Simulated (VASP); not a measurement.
**CuO: single point with LDA**

Crystal: CuO.

```
CELL_PARAMETERS angstrom
3.79536 0.00000 0.00000
0.00000 3.79536 0.00000
0.00000 0.00000 3.10773
ATOMIC_POSITIONS crystal
Cu 0.00000 0.00000 0.00000
Cu 0.50000 0.50000 0.00000
O 0.50000 0.00000 0.99996
O 0.00000 0.50000 0.00004
```

* Program: VASP 6.6.1
* Task: single point
* Functional: LDA
* Potentials or basis: VASP PAW LDA potentials, release 64 (Cu, O)
* Cutoff: 520 eV
* k mesh: 6 × 6 × 5
* Occupations: fermi-dirac, width 0.05 eV
* Spin: no spin polarisation

```
Pressure               : 0.8 GPa
Band gap on the k mesh : zero (bands 17 and 18 overlap by 3.40 eV)
```

Stress tensor (GPa, compression positive):
```
 1.24  0.00  0.00
 0.00  1.24  0.00
 0.00  0.00 -0.14
```

Levels at points of the mesh, in eV from the Fermi level:
```csv
k point,band 15,band 16,band 17,band 18,band 19,band 20,band 21,band 22
"(0.00, 0.00, 0.00)",-2.02,-1.82,-1.47,-1.38,2.17,5.07,11.73,11.73
"(0.50, 0.00, 0.00)",-0.86,-0.86,-0.53,-0.53,5.75,5.75,12.21,12.21
"(0.50, 0.50, 0.00)",0.09,0.09,2.00,2.00,7.14,7.14,7.70,7.70
```

Run time: 33 s on 1 thread of Intel(R) Xeon(R) Platinum 8175M CPU @ 2.50GHz (Skylake/Cascade Lake), with other jobs on the host, peak memory 0.15 GiB.

Caveat: the k points lie up to 0.40 Å⁻¹ apart, too coarse for converged energies and pressures of a metal; semilocal functionals often make such compounds metallic where correlation or magnetic order opens a gap, which also shifts bond lengths. With open d or f shells a metallic result of LDA can be an artefact of self-interaction; +U or a hybrid may open a gap.
